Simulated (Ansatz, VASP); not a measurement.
# SnPb3S4 in VASP and in Ansatz

The input INCAR:

```
SYSTEM = SnPb3S4
  PREC = Accurate
  ENCUT = 500
  EDIFF = 1E-6
  ISMEAR = 0
  SIGMA = 0.1
  LREAL = .False.
  LASPH = .True.
  NELM = 120
  ALGO = Normal
  ISIF = 2
  LWAVE = .False.
  LCHARG = .False.
  GGA = PE
  NBANDS = 50
  GGA_COMPAT = .False.
```

File KPOINTS:

```
regular mesh
0
Gamma
  6 6 10
  0 0 0
```

File POSCAR:

```
SnPb3S4
1.0
    4.2222416596     -5.9714614823      0.0000000000
    4.2222416596      5.9714614823      0.0000000000
    0.0000000000      0.0000000000      4.2227604187
Sn Pb S
1 3 4
Direct
    0.5000000000      0.5000000000      0.5000000000
    0.0000000000      0.5000000000      0.0000000000
    0.5000000000      0.0000000000      0.0000000000
    0.0000000000      0.0000000000      0.5000000000
    0.2553445210      0.2553445210      0.0000000000
    0.7446554790      0.7446554790      0.0000000000
    0.2527165305      0.7472834695      0.5000000000
    0.7472834695      0.2527165305      0.5000000000
```

Input for Ansatz:

```yaml
crystal:
  lattice:
    - [4.2222416586, -5.97146148, 0.0]
    - [4.2222416586, 5.97146148, 0.0]
    - [0.0, 0.0, 4.2227604184]
  atoms:
    - { symbol: Sn, position: [0.5, 0.5, 0.5] }
    - { symbol: Pb, position: [0.0, 0.5, 0.0] }
    - { symbol: Pb, position: [0.5, 0.0, 0.0] }
    - { symbol: Pb, position: [0.0, 0.0, 0.5] }
    - { symbol: S, position: [0.2553445208, 0.2553445208, 0.0] }
    - { symbol: S, position: [0.7446554792, 0.7446554792, 0.0] }
    - { symbol: S, position: [0.2527165305, 0.7472834695, 0.5] }
    - { symbol: S, position: [0.7472834695, 0.2527165305, 0.5] }
basis:
  ecutwfc: 420
kpoints:
  mp_grid: { grid: [6, 6, 10] }
  band_path:
    path:
      - [[0.0, 0.0, 0.0], [-0.5, 0.5, 0.0], [-0.37498702, 0.62501298, 0.0]]
      - [[0.37498702, 0.37498702, 0.0], [0.0, 0.0, 0.0], [0.0, 0.0, 0.5], [0.37498702, 0.37498702, 0.5]]
      - [[-0.37498702, 0.62501298, 0.5], [-0.5, 0.5, 0.5], [-0.5, 0.5, 0.0]]
      - [[0.0, 0.0, 0.0], [0.0, 0.5, 0.0], [0.0, 0.5, 0.5], [0.0, 0.0, 0.5], [-0.5, 0.5, 0.5]]
    npoints: 14
hamiltonian:
  xc: pbe
scf:
  occupations: { method: gaussian, width: 0.1 }
  n_extra_bands: 20
output:
  forces: true
  stress: true
  eigenvalues: true
  populations: true
  dos: { projected: true, de: 0.02, nscf_kmesh: { grid: [8, 8, 12] } }
  bader: true
```

Alike in both runs: task single point; functional PBE; k mesh 6 × 6 × 10; occupations gaussian, width 0.1 eV; no spin polarisation.

```csv
,VASP,Ansatz
version,VASP 6.6.1,Ansatz 0.2.0
potentials or method,"VASP PAW PBE potentials, release 64 (Sn_d, Pb_d, S), cutoff 500 eV","scalar-relativistic, plane waves, PAW"
valence electrons in the cell,80,80
```

```csv
,VASP,Ansatz,Ansatz less VASP
gap on the k mesh at the Fermi level (eV),0.04,0.04,-0.003
least direct gap on the mesh (eV),0.04,0.04,-0.003
pressure (GPa),-0.1,0.0,+0.07
```

With one functional, cell and mesh, what is left measures potentials, basis and numerics.

Spin-orbit coupling is off throughout.
